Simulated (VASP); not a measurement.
# Si3Sb2Te (C2/m) in VASP: single point with PBE

Aim: the single point of Si3Sb2Te with PBE.

Program: VASP 6.6.1. These are calculated values, not measurements. Logs are shortened: lines on timing, memory, paths and dates and some standing lists are left out, and cuts for length are marked.

## (1) The cell of the first run

It takes space group C2/m (No. 12, monoclinic). Conventional cell: a = 6.638 Å, b = 11.438 Å, c = 4.022 Å, α = 90.00°, β = 90.44°, γ = 90.00°. Si (site symmetry -1) has 4 Sb at 2.76 to 2.78 Å and 4 Si at 3.31 to 3.32 Å within 3.6 Å. Within 3.7 Å of Si (site symmetry 2/m) lie 4 Sb at 2.77 Å and 4 Si at 3.31 Å. Within 3.6 Å of Sb (site symmetry 2) lie 6 Si at 2.76 to 2.78 Å. Within 5.0 Å of Te (site symmetry 2/m) lie 6 Sb at 3.81 to 3.83 Å and 12 Si at 3.86 to 3.89 Å and 2 Te at 4.02 Å.

## (2) Single point, PBE

Input file INCAR:

```
SYSTEM = Si3Sb2Te
PREC = Accurate ; ENCUT = 500
EDIFF = 1E-6 ; ISMEAR = 0
SIGMA = 0.2 ; LREAL = .FALSE.
LASPH = .TRUE. ; NELM = 120
ALGO = Normal ; ISIF = 2
LWAVE = .FALSE. ; LCHARG = .FALSE.
GGA = PE ; NBANDS = 23
GGA_COMPAT = .FALSE.
```

Input file KPOINTS:

```
regular mesh
0
G
  3 3 4
  0 0 0
```

Input file POSCAR:

```
Si3Sb2Te
1.0
    3.3187593209     -5.7187661946     -0.0023954474
    3.3187593209      5.7187661946     -0.0023954474
   -0.0278477335      0.0000000000      4.0216913715
Si Sb Te
3 2 1
Direct
    0.0000000000      0.5000000000      0.5000000000
    0.5000000000      0.0000000000      0.5000000000
    0.5000000000      0.5000000000      0.5000000000
    0.6671675238      0.3328324762      0.0000000000
    0.3328324762      0.6671675238      0.0000000000
    0.0000000000      0.0000000000      0.0000000000
```

Potentials or basis: VASP PAW PBE potentials, release 64 (Si, Sb, Te).

Command:

```bash
cat potpaw_PBE.64/Si/POTCAR potpaw_PBE.64/Sb/POTCAR potpaw_PBE.64/Te/POTCAR > POTCAR
mpirun -np 1 vasp_std > vasp.out
```

OUTCAR:

```text
SYSTEM = Si3Sb2Te
   PREC = Accurate
   ENCUT = 500
   EDIFF = 1E-6
   ISMEAR = 0
   LREAL = .FALSE.
   LASPH = .TRUE.
   NELM = 120
   ISIF = 2
   GGA = PE

 ion  position               nearest neighbor table
   1  0.000  0.500  0.500-   5 2.76   4 2.76   4 2.78   5 2.78
   2  0.500  0.000  0.500-   4 2.76   5 2.76   4 2.78   5 2.78
   3  0.500  0.500  0.500-   4 2.77   5 2.77   4 2.77   5 2.77
   4  0.667  0.333  0.000-   1 2.76   2 2.76   3 2.77   3 2.77   2 2.78   1 2.78
   5  0.333  0.667  0.000-   2 2.76   1 2.76   3 2.77   3 2.77   2 2.78   1 2.78
   6  0.000  0.000  0.000-

  LATTYP: Found a base centered monoclinic cell.
 ALAT       =     6.6375203708
 B/A-ratio  =     1.7231634331
 C/A-ratio  =     0.6059172040
 COS(beta)  =    -0.0076459883

  Lattice vectors:

 A1 = (   3.3187593209,  -5.7187661946,  -0.0023954474)
 A2 = (   3.3187593209,   5.7187661946,  -0.0023954474)
 A3 = (  -0.0278477335,   0.0000000000,   4.0216913715)

Analysis of symmetry for initial positions (statically):
=====================================================================
 Subroutine PRICEL returns:
 Original cell was already a primitive cell.

 Routine SETGRP: Setting up the symmetry group for a
 base centered monoclinic supercell.

 Subroutine GETGRP returns: Found  4 space group operations
 (whereof  4 operations were pure point group operations)
 out of a pool of  4 trial point group operations.

The static configuration has the point symmetry C_2h.

Analysis of symmetry for dynamics (positions and initial velocities):
=====================================================================
 Subroutine PRICEL returns:
 Original cell was already a primitive cell.

 Routine SETGRP: Setting up the symmetry group for a
 base centered monoclinic supercell.

 Subroutine GETGRP returns: Found  4 space group operations
 (whereof  4 operations were pure point group operations)
 out of a pool of  4 trial point group operations.

The dynamic configuration has the point symmetry C_2h.

 Subroutine INISYM returns: Found  4 space group operations
 (whereof  4 operations are pure point group operations),
 and found     1 'primitive' translations

----------------------------------------------------------------------------------------

[... 88 lines left out ...]
   NELM   =    120;   NELMIN=  2; NELMDL= -5     # of ELM steps
   EDIFF  = 0.1E-05   stopping-criterion for ELM
   LREAL  =      F    real-space projection
   EDIFFG = 0.1E-04   stopping-criterion for IOM
   NSW    =      0    number of steps for IOM
   IBRION =     -1    ionic relax: 0-MD 1-quasi-New 2-CG
   NFREE  =      0    steps in history (QN), initial steepest desc. (CG)
   ISIF   =      2    stress and relaxation
   ISYM   =      2    0-nonsym 1-usesym 2-fastsym
   POTIM  = 0.5000    time-step for ionic-motion
   TEBEG  =    0.0;   TEEND  =   0.0 temperature during run
   PSTRESS=    0.0 pullay stress
   NELECT =      28.0000    total number of electrons
   NUPDOWN=      -1.0000    fix difference up-down
   EMIN   =  10.00;   EMAX   =-10.00  energy-range for DOS
   EFERMI =   0.00;   METHOD = LEGACY
   ISMEAR =     0;   SIGMA  =   0.20  broadening in eV -4-tet -1-fermi 0-gaus
   EFERMI_NEDOS =   21; number of points for ismear=-14 and -15
   IALGO  =     38    algorithm
   IMIX   =      4    mixing-type and parameters
     AMIX     =   0.40;   BMIX     =  1.00
     AMIX_MAG =   1.60;   BMIX_MAG =  1.00
  volume/ion in A,a.u.               =      25.44       171.70
  Fermi-wavevector in a.u.,A,eV,Ry     =   0.930156  1.757741 11.771636  0.865191
  Thomas-Fermi vector in A             =   2.056515
   LORBIT       =      0    0 simple, 1 ext, 2 COOP (PROOUT), +10 PAW based schemes
   GGA     = PE    functional components
   LHFCALC =     F    Hartree Fock is set to
   AEXX    =    0.0000 exact exchange contribution
   IVDW    =     0    specifies the selected vdW correction
   LEPSILON=     F    determine dielectric tensor
   LRPA    =     F    only Hartree local field effects (RPA)
 non-spin polarized calculation
 Gauss-broadening in eV      SIGMA  =   0.20
  energy-cutoff  :      500.00
  volume of cell :      152.66
 maximum number of plane-waves:      3902
   NGX = 25   NGY = 25   NGZ = 15

 number of electron      28.0000002 magnetization

 Free energy of the ion-electron system (eV)
  ---------------------------------------------------
  ext. energy  EPLUGINS =         0.00000000
  ---------------------------------------------------
  free energy    TOTEN  =       -23.55033831 eV

  energy without entropy =      -23.50199347  energy(sigma->0) =      -23.52616589

 E-fermi :   6.5810     XC(G=0):  -9.6257

 val. band max:        6.3342548840   @ k =   0.3333   0.3333   0.5000
 cond. band min:       6.6094819142   @ k =  -0.3333  -0.3333   0.2500
 fundamental gap:      0.2752270302
 Fermi energy:         6.5810127164

 k-point     1 :       0.0000    0.0000    0.0000
  band No.  band energies     occupation
      1      -6.1824      2.00000
      2      -3.6106      2.00000
      3      -3.6066      2.00000
      4      -1.3970      2.00000
      5      -1.3681      2.00000
      6       2.0358      2.00000
[... 353 lines left out ...]
     22      11.8207      0.00000
     23      11.8362      0.00000

------------------------ aborting loop because EDIFF is reached ----------------------------------------

  FORCE on cell =-STRESS in cart. coord.  units (eV):
  Direction    XX          YY          ZZ          XY          YZ          ZX
  --------------------------------------------------------------------------------------
  -------------------------------------------------------------------------------------
  Total       -0.5300652     -0.6524302      0.0157643      0.0000000      0.0000000      0.0860077
  in kB       -5.5632069     -6.8474671      0.1654515      0.0000000      0.0000000      0.9026789
  external PRESSURE =      -4.0817408 kB  Pullay stress =       0.0000000 kB

 VOLUME and BASIS-vectors are now :
 -----------------------------------------------------------------------------
  energy-cutoff  :      500.00
  volume of cell :      152.66
      direct lattice vectors                 reciprocal lattice vectors
     3.318759321 -5.718766195 -0.002395447     0.150659464 -0.087431446  0.001043224
     3.318759321  5.718766195 -0.002395447     0.150659464  0.087431446  0.001043224
    -0.027847733  0.000000000  4.021691372     0.000179475  0.000000000  0.248652844

 POSITION                                       TOTAL-FORCE (eV/Angst)
 -----------------------------------------------------------------------------------
      1.64546      2.85938      2.00965         0.000000      0.000000      0.000000
      1.64546     -2.85938      2.00965         0.000000      0.000000      0.000000
      3.30484      0.00000      2.00845         0.000000      0.000000      0.000000
      3.31876     -1.91198     -0.00240        -0.000000     -0.003976      0.000000
      3.31876      1.91198     -0.00240        -0.000000      0.003976     -0.000000
      0.00000      0.00000      0.00000         0.000000      0.000000      0.000000
 -----------------------------------------------------------------------------------
    total drift:                               -0.000000     -0.000000     -0.000000

  FREE ENERGIE OF THE ION-ELECTRON SYSTEM (eV)
  ---------------------------------------------------
  free  energy   TOTEN  =       -23.5503383074 eV

  energy  without entropy=      -23.5019934730  energy(sigma->0) =      -23.52616589
```

OSZICAR:

```text
N       E                     dE             d eps       ncg     rms          rms(c)
DAV:   1     0.889536801833E+02    0.88954E+02   -0.95945E+03   644   0.938E+02
DAV:   2    -0.172840456606E+02   -0.10624E+03   -0.10142E+03   804   0.147E+02
DAV:   3    -0.235722069900E+02   -0.62882E+01   -0.60901E+01   813   0.355E+01
DAV:   4    -0.236716787145E+02   -0.99472E-01   -0.99228E-01   770   0.522E+00
DAV:   5    -0.236733775543E+02   -0.16988E-02   -0.16987E-02   822   0.736E-01    0.573E+00
DAV:   6    -0.235843333282E+02    0.89044E-01   -0.62990E-02   799   0.106E+00    0.332E+00
DAV:   7    -0.235530467049E+02    0.31287E-01   -0.10396E-01   798   0.124E+00    0.551E-01
DAV:   8    -0.235504239228E+02    0.26228E-02   -0.16975E-02   839   0.522E-01    0.195E-01
DAV:   9    -0.235503109743E+02    0.11295E-03   -0.24788E-03   791   0.212E-01    0.114E-01
DAV:  10    -0.235503408221E+02   -0.29848E-04   -0.11677E-04   830   0.529E-02    0.776E-02
DAV:  11    -0.235503398977E+02    0.92438E-06   -0.38179E-05   806   0.267E-02    0.102E-02
DAV:  12    -0.235503388050E+02    0.10927E-05   -0.37088E-06   723   0.849E-03    0.443E-03
DAV:  13    -0.235503383074E+02    0.49760E-06   -0.78067E-07   476   0.392E-03
   1 F= -.23550338E+02 E0= -.23526166E+02  d E =-.483448E-01
```

stdout:

```text
POSCAR found type information on POSCAR SiSbTe
 POSCAR found :  3 types and       6 ions
 scaLAPACK will be used
 LDA part: xc-table for (Slater+PW92), standard interpolation
 POSCAR, INCAR and KPOINTS ok, starting setup
 FFT: planning ... GRIDC
 FFT: planning ... GRID_SOFT
 FFT: planning ... GRID
 WAVECAR not read
 entering main loop
```

It took 27 s on 1 thread of AMD EPYC 9R45 (Zen 5), shared host; peak memory 0.23 GiB.

Results:

| Item | Value |
| --- | --- |
| Free energy | -23.5503 eV |
| Pressure | -0.4 GPa |
| Largest force | 0.004 eV/Å |
| Band gap on the k mesh | zero (band 14 reaches 7.09 eV, above the bottom of band 15 at 5.72 eV) |

Forces on the atoms (eV/Å):
```
Si   0.000  0.000  0.000
Si   0.000  0.000  0.000
Si   0.000  0.000  0.000
Sb   0.000 -0.004  0.000
Sb   0.000  0.004  0.000
Te   0.000  0.000  0.000
```

Levels at points of the mesh, in eV from the Fermi level:
```tsv
k point	band 12	band 13	band 14	band 15	band 16	band 17
(0.00, 0.00, 0.00)	-0.29	0.33	0.51	0.57	0.65	1.48
(0.00, 0.00, 0.50)	-2.49	-2.01	-1.99	1.16	1.20	2.79
```

Caveat: the k points lie up to 0.39 Å⁻¹ apart; spin-orbit coupling is left out, which moves the levels of the heavy elements.
